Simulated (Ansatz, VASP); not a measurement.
# LiCl in VASP and in Ansatz

The input INCAR:

```
SYSTEM = LiCl
ALGO = Normal
EDIFF = 1E-6
ENCUT = 520
GGA = PE
ISIF = 2
ISMEAR = 0
LASPH = .True.
LCHARG = .True.
LELF = .True.
LREAL = .False.
LVHAR = .True.
LWAVE = .False.
NBANDS = 12
NELM = 60
PREC = Accurate
SIGMA = 0.05
```

KPOINTS

```
k-points
0
Gamma
  8 8 8
  0 0 0
```

The input POSCAR:

```
LiCl
1.0
    0.0000000000      2.7699408000      2.3595792000
    2.7699408000      0.0000000000      2.3595792000
    2.7699408000      2.7699408000      0.0000000000
Li Cl
1 1
Direct
    0.0000000000      0.0000000000      0.0000000000
    0.5000000000      0.5000000000      0.5000000000
```

Input for Ansatz:

```yaml
crystal:
  lattice:
    - [0.0, 2.7699408, 2.3595792]
    - [2.7699408, 0.0, 2.3595792]
    - [2.7699408, 2.7699408, 0.0]
  atoms:
    - { symbol: Li, position: [0.0, 0.0, 0.0] }
    - { symbol: Cl, position: [0.5, 0.5, 0.5] }
basis:
  ecutwfc: 420
kpoints:
  mp_grid: { grid: [8, 8, 8] }
hamiltonian:
  xc: pbe
scf:
  occupations: { method: gaussian, width: 0.05 }
output:
  forces: true
  stress: true
  eigenvalues: true
```

Change from the starting cell: strain +0.080 along x and y, -0.080 along z, atoms carried along.

Alike in both runs: task single point; functional PBE; k mesh 8 × 8 × 8; occupations gaussian, width 0.05 eV; no spin polarisation.

```csv
,VASP,Ansatz
version,VASP 6.6.1,Ansatz 0.2.0
potentials or method,"VASP PAW PBE potentials, release 64 (Li_sv, Cl), cutoff 520 eV","scalar-relativistic, plane waves, PAW"
valence electrons in the cell,10,10
```

VASP gave:

- gap on the k mesh at the Fermi level (eV): 5.84
- least direct gap on the mesh (eV): 5.84

Task: Which values does Ansatz return?

Result: gap on the k mesh at the Fermi level (eV): 5.83; least direct gap on the mesh (eV): 5.83.

The functional is the same, so the differences come from potentials, cutoffs and numerics.

Noted on VASP's run: the cutoff is short for stress, so the pressure is rough.
